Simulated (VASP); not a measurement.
NaCl (wurtzite type): relaxation of cell and atoms with revPBE

NaCl (wurtzite type):

```
Na Cl
1.0
     4.26352    0.00000    0.00000
    -2.13176    3.69232    0.00000
     0.00000    0.00000    6.94954
Na Cl
2 2
Direct
  0.33333 0.66667 0.00000
  0.66667 0.33333 0.50000
  0.33333 0.66667 0.37600
  0.66667 0.33333 0.87600
```

* Program: VASP 6.6.1
* Task: relaxation of cell and atoms
* Functional: revPBE
* Potentials or basis: VASP PAW PBE potentials, release 64 (Na_pv, Cl)
* Cutoff: 600 eV
* k mesh: 10 × 10 × 6
* Occupations: fermi-dirac, width 0.03 eV
* Spin: no spin polarisation
* Dipole correction: no
* Further INCAR settings: ALGO = Normal; EDIFF = 1e-07; IBRION = 2; EDIFFG = -0.005; NSW = 100; ISIF = 3

```yaml
Relaxed_volume: 32.34 Å³/atom
Relaxed_cell: a = 4.591 Å, b = 4.591 Å, c = 7.088 Å, α = 90.00°, β = 90.00°, γ = 120.00°
Space_group_after_relaxing_to_0.1_Å: P6_3mc (No. 186)
Energy_gained_by_relaxing: 51.7 meV/atom
Ionic_steps: 12
Pressure_after_relaxing: 0.0 GPa
Band_gap_on_the_k_mesh: 4.97 eV
```

The path:
```csv
step,energy change (eV),largest force (eV/Å),pressure (GPa),volume (Å³)
1,0.0000,0.0154,3.67,109.40
2,-0.1589,0.0246,1.45,119.63
3,-0.2009,0.0262,0.25,127.80
4,-0.2025,0.0262,0.02,129.70
5,-0.2025,0.0262,-0.03,130.13
6,-0.2028,0.0264,-0.03,130.13
7,-0.2037,0.0270,-0.03,130.10
8,-0.2049,0.0294,-0.03,130.05
9,-0.2055,0.0386,-0.03,129.92
10,-0.2060,0.0301,-0.03,129.79
11,-0.2067,0.0058,0.00,129.42
12,-0.2067,0.0012,0.01,129.35
```

Final structure:
```xyz
4
Lattice="4.5905 0.0000 0.0000 -2.2953 3.9755 0.0000 0.0000 0.0000 7.0877" Properties=species:S:1:pos:R:3 pbc="T T T"
Na    0.0000    2.6503    7.0346
Na    2.2953    1.3252    3.4908
Cl    0.0000    2.6503    2.7180
Cl    2.2953    1.3252    6.2618
```

Levels at points of the mesh, in eV from the valence-band top:
| k point | band 12 | band 13 | band 14 | band 15 | band 16 | band 17 |
| --- | --- | --- | --- | --- | --- | --- |
| (0.00, 0.00, 0.00) | -0.11 | -0.11 | 0.00 | 4.97 | 7.42 | 9.07 |
| (0.50, 0.00, 0.00) | -0.39 | -0.23 | -0.16 | 7.47 | 7.82 | 8.30 |
| (0.00, 0.00, 0.50) | -0.17 | -0.17 | -0.17 | 6.14 | 6.14 | 10.02 |
| (0.50, 0.00, 0.50) | -0.28 | -0.21 | -0.21 | 7.46 | 7.46 | 9.11 |

Wall time 8.1 min on 1 thread of Intel(R) Xeon(R) 6975P-C (Granite Rapids), on a shared host, peak memory 0.31 GiB.

Caveat: the volume moved by over 15 % at a fixed basis, so the end points are rough; the PAW data sets were made with another functional, which shifts forces and pressure a little. A k mesh can miss the band edges.
